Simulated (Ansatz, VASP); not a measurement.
# Nb in VASP and in Ansatz

INCAR

```
ALGO     = Normal         # electronic algorithm
EDIFF    = 1E-6           # SCF threshold, eV
ENCUT    = 520            # plane-wave cutoff, eV
GGA      = PS             # functional
ISIF     = 2              # what is computed and relaxed
ISMEAR   = 0              # smearing method
LASPH    = True           # aspherical terms in the spheres
LCHARG   = True           # write CHGCAR
LELF     = True           # ELF
LREAL    = False          # projectors in reciprocal space
LVHAR    = True         
LWAVE    = False          # write WAVECAR
NBANDS   = 12             # bands
NELM     = 60             # most SCF steps
PREC     = Accurate       # precision mode
SIGMA    = 0.05           # smearing width, eV
```

Contents of KPOINTS:

```
k-points
0
Gamma
  16 16 16
```

The input POSCAR:

```
Nb
1.0
   -1.6639500000      1.6639500000      1.6639500000
    1.6639500000     -1.6639500000      1.6639500000
    1.6639500000      1.6639500000     -1.6639500000
Nb
1
Direct
    0.0000000000      0.0000000000      0.0000000000
```

Input for Ansatz:

```yaml
crystal:
  lattice:
    - [-1.66395, 1.66395, 1.66395]
    - [1.66395, -1.66395, 1.66395]
    - [1.66395, 1.66395, -1.66395]
  atoms:
    - { symbol: Nb, position: [0.0, 0.0, 0.0] }
basis:
  ecutwfc: 420
kpoints:
  mp_grid: { grid: [16, 16, 16] }
hamiltonian:
  xc: pbesol
scf:
  occupations: { method: gaussian, width: 0.05 }
output:
  forces: true
  eigenvalues: true
  eigenstates:
    nscf_kmesh: { grid: [34, 34, 34] }
    top_band: c6
    de_dk: true
    localisation: false
  stress: true
checkpoint:
  write: ck
  compress: false
  write_wavefunctions: false
  write_every: 100000
```

Alike in both runs: task single point; functional PBEsol; k mesh 16 × 16 × 16; occupations gaussian, width 0.05 eV; no spin polarisation.

|  | VASP | Ansatz |
| --- | --- | --- |
| version | VASP 6.6.1 | Ansatz 0.2.0 |
| potentials or method | VASP PAW PBE potentials, release 64 (Nb_sv), cutoff 520 eV | scalar-relativistic, plane waves, PAW |
| valence electrons in the cell | 13 | 13 |

```tsv
	VASP	Ansatz	Ansatz less VASP
pressure (GPa)	-8.9	-8.7	+0.27
```

VASP's potentials were made for PBE, not for PBEsol.
